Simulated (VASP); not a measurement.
# Ir (Fm-3m) in VASP: further runs

Runs on Ir. Level: PBEsol. Tasks: relaxation of cell and atoms, single point.

Everything below comes from runs of VASP 6.6.1. Logs are shortened: lines on timing, memory, paths and dates and some standing lists are left out, and cuts for length are marked.

## (1) The cell of the first run

It takes space group Fm-3m (No. 225, cubic). The conventional cell has a = 3.835 Å, b = 3.835 Å, c = 3.835 Å, α = 90.00°, β = 90.00°, γ = 90.00°. Ir (site symmetry m-3m) has 12 Ir at 2.71 Å within 3.6 Å.

## (2) Relaxation of cell and atoms, PBEsol

INCAR

```
SYSTEM = Ir
ALGO = Normal ; EDIFF = 1E-7
EDIFFG = -0.01 ; ENCUT = 600
GGA = PS ; IBRION = 2
ISIF = 3 ; ISMEAR = 0
LASPH = .TRUE. ; LCHARG = .FALSE.
LREAL = .FALSE. ; LWAVE = .FALSE.
NELM = 60 ; NSW = 80
PREC = Accurate ; SIGMA = 0.1
```

KPOINTS

```
k-points
0
G
  18 18 18
  0 0 0
```

POSCAR

```
Ir
1.0
    0.0000000000      1.9174316251      1.9174316251
    1.9174316251      0.0000000000      1.9174316251
    1.9174316251      1.9174316251      0.0000000000
Ir
1
Direct
    0.0000000000      0.0000000000      0.0000000000
```

Potentials or basis: VASP PAW PBE potentials, release 64 (Ir).

Started as:

```sh
$ cat potpaw_PBE.64/Ir/POTCAR > POTCAR
$ mpirun -np 1 vasp_std > vasp.out
```

OUTCAR:

```text
SYSTEM = Ir
   EDIFF = 1E-7
   EDIFFG = -0.01
   ENCUT = 600
   GGA = PS
   IBRION = 2
   ISIF = 3
   ISMEAR = 0
   LASPH = .TRUE.
   LREAL = .FALSE.
   NELM = 60
   NSW = 80
   PREC = Accurate

 ion  position               nearest neighbor table
   1  0.000  0.000  0.000-

  LATTYP: Found a face centered cubic cell.
 ALAT       =     3.8348632502

  Lattice vectors:

 A1 = (   0.0000000000,   1.9174316251,   1.9174316251)
 A2 = (   1.9174316251,   0.0000000000,   1.9174316251)
 A3 = (   1.9174316251,   1.9174316251,   0.0000000000)

Analysis of symmetry for initial positions (statically):
=====================================================================
 Subroutine PRICEL returns:
 Original cell was already a primitive cell.

 Routine SETGRP: Setting up the symmetry group for a
 face centered cubic supercell.

 Subroutine GETGRP returns: Found 48 space group operations
 (whereof 48 operations were pure point group operations)
 out of a pool of 48 trial point group operations.

The static configuration has the point symmetry O_h .

Analysis of symmetry for dynamics (positions and initial velocities):
=====================================================================
 Subroutine PRICEL returns:
 Original cell was already a primitive cell.

 Routine SETGRP: Setting up the symmetry group for a
 face centered cubic supercell.

 Subroutine GETGRP returns: Found 48 space group operations
 (whereof 48 operations were pure point group operations)
 out of a pool of 48 trial point group operations.

The dynamic configuration has the point symmetry O_h .

 Subroutine INISYM returns: Found 48 space group operations
 (whereof 48 operations are pure point group operations),
 and found     1 'primitive' translations

----------------------------------------------------------------------------------------

                                     Primitive cell

  volume of cell :      14.0990

  direct lattice vectors                    reciprocal lattice vectors
     0.000000000  1.917431625  1.917431625    -0.260765491  0.260765491  0.260765491
     1.917431625  0.000000000  1.917431625     0.260765491 -0.260765491  0.260765491
     1.917431625  1.917431625  0.000000000     0.260765491  0.260765491 -0.260765491

  length of vectors
     2.711657809  2.711657809  2.711657809     0.451659080  0.451659080  0.451659080

  position of ions in fractional coordinates (direct lattice)
     0.000000000  0.000000000  0.000000000

  ion indices of the primitive-cell ions
   primitive index   ion index
                 1           1

----------------------------------------------------------------------------------------

 KPOINTS: k-points

Automatic generation of k-mesh.
 Grid dimensions read from file:
 generate k-points for:   18   18   18

 Generating k-lattice:

  Cartesian coordinates                     Fractional coordinates (reciprocal lattice)
    -0.014486972  0.014486972  0.014486972     0.055555556  0.000000000  0.000000000
     0.014486972 -0.014486972  0.014486972     0.000000000  0.055555556  0.000000000
     0.014486972  0.014486972 -0.014486972     0.000000000  0.000000000  0.055555556

  Length of vectors
     0.025092171  0.025092171  0.025092171

  Shift w.r.t. Gamma in fractional coordinates (k-lattice)
     0.000000000  0.000000000  0.000000000

 Subroutine IBZKPT returns following result:
 ===========================================

 Found    195 irreducible k-points:

 Following reciprocal coordinates:
            Coordinates               Weight
  0.000000  0.000000  0.000000      1.000000
  0.055556  0.000000  0.000000      8.000000
  0.111111  0.000000  0.000000      8.000000
  0.166667  0.000000  0.000000      8.000000
  0.222222  0.000000  0.000000      8.000000
  0.277778  0.000000  0.000000      8.000000
[... 16 lines left out ...]
 -0.277778  0.055556  0.000000     24.000000
 -0.222222  0.055556  0.000000     24.000000
 [... further k-points ...]
   k-points           NKPTS =    195   k-points in BZ     NKDIM =    195   number of bands    NBANDS=      8
   number of dos      NEDOS =    301   number of ions     NIONS =      1
   total plane-waves  NPLWV =  13824
   dimension x,y,z NGX =    24 NGY =   24 NGZ =   24
   dimension x,y,z NGXF=    48 NGYF=   48 NGZF=   48
   ions per type =               1
   NGX,Y,Z   is equivalent  to a cutoff of  14.71, 14.71, 14.71 a.u.
   NGXF,Y,Z  is equivalent  to a cutoff of  29.43, 29.43, 29.43 a.u.
 SYSTEM =  Ir
   PREC   = accura    normal or accurate (medium, high low for compatibility)
   ISTART =      0    job   : 0-new  1-cont  2-samecut
   ICHARG =      2    charge: 1-file 2-atom 10-const
   ISPIN  =      1    spin polarized calculation?
   LNONCOLLINEAR =      F non collinear calculations
   LSORBIT =      F    spin-orbit coupling
   LASPH  =      T    aspherical Exc in radial PAW
   ENCUT  =  600.0 eV  44.10 Ry    6.64 a.u.   5.42  5.42  5.42*2*pi/ulx,y,z
   NELM   =     60;   NELMIN=  2; NELMDL= -5     # of ELM steps
   EDIFF  = 0.1E-06   stopping-criterion for ELM
   LREAL  =      F    real-space projection
   EDIFFG = -.1E-01   stopping-criterion for IOM
   NSW    =     80    number of steps for IOM
   IBRION =      2    ionic relax: 0-MD 1-quasi-New 2-CG
   NFREE  =      1    steps in history (QN), initial steepest desc. (CG)
   ISIF   =      3    stress and relaxation
   ISYM   =      2    0-nonsym 1-usesym 2-fastsym
   POTIM  = 0.5000    time-step for ionic-motion
   TEBEG  =    0.0;   TEEND  =   0.0 temperature during run
   PSTRESS=    0.0 pullay stress
   NELECT =       9.0000    total number of electrons
   NUPDOWN=      -1.0000    fix difference up-down
   EMIN   =  10.00;   EMAX   =-10.00  energy-range for DOS
   EFERMI =   0.00;   METHOD = LEGACY
   ISMEAR =     0;   SIGMA  =   0.10  broadening in eV -4-tet -1-fermi 0-gaus
   EFERMI_NEDOS =   21; number of points for ismear=-14 and -15
   IALGO  =     38    algorithm
   IMIX   =      4    mixing-type and parameters
     AMIX     =   0.40;   BMIX     =  1.00
     AMIX_MAG =   1.60;   BMIX_MAG =  1.00
  volume/ion in A,a.u.               =      14.10        95.15
  Fermi-wavevector in a.u.,A,eV,Ry     =   1.409589  2.663737 27.033969  1.986941
  Thomas-Fermi vector in A             =   2.531629
   LORBIT       =      0    0 simple, 1 ext, 2 COOP (PROOUT), +10 PAW based schemes
   GGA     = PS    functional components
   LHFCALC =     F    Hartree Fock is set to
   AEXX    =    0.0000 exact exchange contribution
   IVDW    =     0    specifies the selected vdW correction
   LEPSILON=     F    determine dielectric tensor
   LRPA    =     F    only Hartree local field effects (RPA)
 conjugate gradient relaxation of ions
 non-spin polarized calculation
 Gauss-broadening in eV      SIGMA  =   0.10
  energy-cutoff  :      600.00
  volume of cell :       14.10
 maximum number of plane-waves:       493
 NGX is ok and might be reduce to    24
   NGX = 11   NGY = 11   NGZ = 11

--------------------------------------- Ionic step        1  -------------------------------------------

 number of electron       9.0000000 magnetization

 Free energy of the ion-electron system (eV)
  ---------------------------------------------------
  ext. energy  EPLUGINS =         0.00000000
  ---------------------------------------------------
  free energy    TOTEN  =        -9.82341922 eV

  energy without entropy =       -9.81835916  energy(sigma->0) =       -9.82088919

------------------------ aborting loop because EDIFF is reached ----------------------------------------

  FORCE on cell =-STRESS in cart. coord.  units (eV):
  Direction    XX          YY          ZZ          XY          YZ          ZX
  --------------------------------------------------------------------------------------
  -------------------------------------------------------------------------------------
  Total       -0.0297664     -0.0297664     -0.0297664      0.0000000     -0.0000000      0.0000000
  in kB       -3.3825707     -3.3825707     -3.3825707      0.0000000     -0.0000000      0.0000000
  external PRESSURE =      -3.3825707 kB  Pullay stress =       0.0000000 kB

 VOLUME and BASIS-vectors are now :
 -----------------------------------------------------------------------------
  energy-cutoff  :      600.00
  volume of cell :       14.10
      direct lattice vectors                 reciprocal lattice vectors
     0.000000000  1.917431625  1.917431625    -0.260765491  0.260765491  0.260765491
     1.917431625  0.000000000  1.917431625     0.260765491 -0.260765491  0.260765491
     1.917431625  1.917431625  0.000000000     0.260765491  0.260765491 -0.260765491
[... 36 lines left out ...]
 POSITION                                       TOTAL-FORCE (eV/Angst)
 -----------------------------------------------------------------------------------
      1.91468      1.91468      3.82936         0.000000      0.000000     -0.000000
 -----------------------------------------------------------------------------------
    total drift:                               -0.000000     -0.000000     -0.000000

  FREE ENERGIE OF THE ION-ELECTRON SYSTEM (eV)
  ---------------------------------------------------
  free  energy   TOTEN  =        -9.8232325577 eV

  energy  without entropy=       -9.8182140517  energy(sigma->0) =       -9.82072330

--------------------------------------- Ionic step        3  -------------------------------------------

 number of electron       9.0000000 magnetization

 Free energy of the ion-electron system (eV)
  ---------------------------------------------------
  ext. energy  EPLUGINS =         0.00000000
  ---------------------------------------------------
  free energy    TOTEN  =        -9.82343295 eV

  energy without entropy =       -9.81838150  energy(sigma->0) =       -9.82090723

 E-fermi :  10.3579     XC(G=0): -14.1267

 val. band max:       10.3509938047   @ k =   0.5000   0.2222   0.1111
 cond. band min:      10.3673380312   @ k =   0.3333   0.1111   0.0556
 fundamental gap:      0.0163442265
 Fermi energy:        10.3579061248

 k-point     1 :       0.0000    0.0000    0.0000
  band No.  band energies     occupation
      1      -0.9164      2.00000
      2       6.3919      2.00000
      3       6.3919      2.00000
      4       6.3919      2.00000
      5       9.1263      2.00000
      6       9.1263      2.00000
      7      24.6311      0.00000
      8      30.2305      0.00000

 k-point     2 :       0.0556    0.0000    0.0000
  band No.  band energies     occupation
      1      -0.7781      2.00000
      2       6.3169      2.00000
      3       6.4525      2.00000
      4       6.4525      2.00000
      5       9.0865      2.00000
      6       9.0865      2.00000
      7      24.8719      0.00000
      8      29.4781      0.00000
[... 221 lines left out ...]
 k-point    23 :      -0.2778    0.0556    0.0000
  band No.  band energies     occupation
      1       1.8895      2.00000
      2       6.0566      2.00000
      3       6.7066      2.00000
      4       6.8163      2.00000
      5       9.3151      2.00000
      6      10.2410      1.90179
      7      22.8468      0.00000
      8      26.6641      0.00000

 k-point    24 :      -0.2222    0.0556    0.0000
  band No.  band energies     occupation
      1       1.3116      2.00000
      2       5.7142      2.00000
      3       6.8551      2.00000
      4       6.9486      2.00000
      5       8.8273      2.00000
      6       9.6969      2.00000
      7      24.4701      0.00000
      8      27.2984      0.00000

 [... further k-points ...]
[... 5 lines left out ...]
  --------------------------------------------------------------------------------------
  -------------------------------------------------------------------------------------
  Total        0.0013063      0.0013063      0.0013063     -0.0000000      0.0000000     -0.0000000
  in kB        0.1485777      0.1485777      0.1485777     -0.0000000      0.0000000     -0.0000000
  external PRESSURE =       0.1485777 kB  Pullay stress =       0.0000000 kB

 VOLUME and BASIS-vectors are now :
 -----------------------------------------------------------------------------
  energy-cutoff  :      600.00
  volume of cell :       14.09
      direct lattice vectors                 reciprocal lattice vectors
     0.000000000  1.916864365  1.916864365    -0.260842660  0.260842660  0.260842660
     1.916864365 -0.000000000  1.916864365     0.260842660 -0.260842660  0.260842660
     1.916864365  1.916864365 -0.000000000     0.260842660  0.260842660 -0.260842660

 POSITION                                       TOTAL-FORCE (eV/Angst)
 -----------------------------------------------------------------------------------
      0.00000      0.00000     -0.00000        -0.000000      0.000000     -0.000000
 -----------------------------------------------------------------------------------
    total drift:                               -0.000000     -0.000000     -0.000000

  FREE ENERGIE OF THE ION-ELECTRON SYSTEM (eV)
  ---------------------------------------------------
  free  energy   TOTEN  =        -9.8234329529 eV

  energy  without entropy=       -9.8183814995  energy(sigma->0) =       -9.82090723

 reached required accuracy - stopping structural energy minimisation
```

It took 24 s on 1 thread of Intel Xeon Platinum 8375C at 2.90GHz (Ice Lake), shared host; peak memory 0.16 GiB.

Results:

```
Free energy                            : -9.8234 eV
Relaxed volume                         : 14.09 Å³/atom
Relaxed cell                           : a = 2.711 Å, b = 2.711 Å, c = 2.711 Å, α = 60.00°, β = 60.00°, γ = 60.00°
Space group after relaxing (to 0.05 Å) : Fm-3m (No. 225)
Energy gained by relaxing              : 0.0 meV/atom
Ionic steps                            : 3
Pressure after relaxing                : 0.0 GPa
```

Final structure:
```xyz
1
Lattice="0.0000 1.9169 1.9169 1.9169 0.0000 1.9169 1.9169 1.9169 0.0000" Properties=species:S:1:pos:R:3 pbc="T T T"
Ir    0.0000    0.0000    0.0000
```

Caveat: the PAW data sets were made with another functional, which shifts forces and pressure a little; spin-orbit coupling is left out, which moves the levels of the heavy elements.

## (3) Single point, PBEsol

INCAR

```
ALGO = Fast ; EDIFF = 1E-6
ENCUT = 520 ; GGA = PS
ISIF = 2 ; ISMEAR = 0
LASPH = T ; LCHARG = F
LREAL = F ; LWAVE = F
NBANDS = 10 ; NELM = 60
PREC = Accurate ; SIGMA = 0.1
```

KPOINTS

```
k-points
0
Gamma
  8 8 8
```

POSCAR

```
Ir
1.0
    0.0000000000      1.9174316248      1.9174316248
    1.9174316248      0.0000000000      1.9174316248
    1.9174316248      1.9174316248      0.0000000000
Ir
1
Direct
    0.0000000000      0.0000000000      0.0000000000
```

Potentials or basis: VASP PAW PBE potentials, release 64 (Ir).

Started as:

```sh
$ cat potpaw_PBE.64/Ir/POTCAR > POTCAR
$ mpirun -np 1 vasp_std > vasp.out
```

Wall time 2.9 s (1 thread of Intel Xeon 6975P-C (Granite Rapids), shared host); peak memory 0.12 GiB.

Results (log left out):

```yaml
Free_energy: -9.7463 eV
Pressure: 0.9 GPa
```

Levels at points of the mesh, in eV from the Fermi level:
```tsv
k point	band 2	band 3	band 4	band 5	band 6	band 7
(0.00, 0.00, 0.00)	-3.98	-3.98	-3.98	-1.23	-1.23	14.24
(0.50, 0.00, 0.00)	-4.07	-4.07	-0.88	0.86	0.86	7.21
(0.50, 0.50, 0.00)	-7.46	0.85	1.43	1.43	1.59	10.46
```

Caveat: the PAW data sets were made with another functional, which shifts forces and pressure a little; spin-orbit coupling is left out, which moves the levels of the heavy elements.
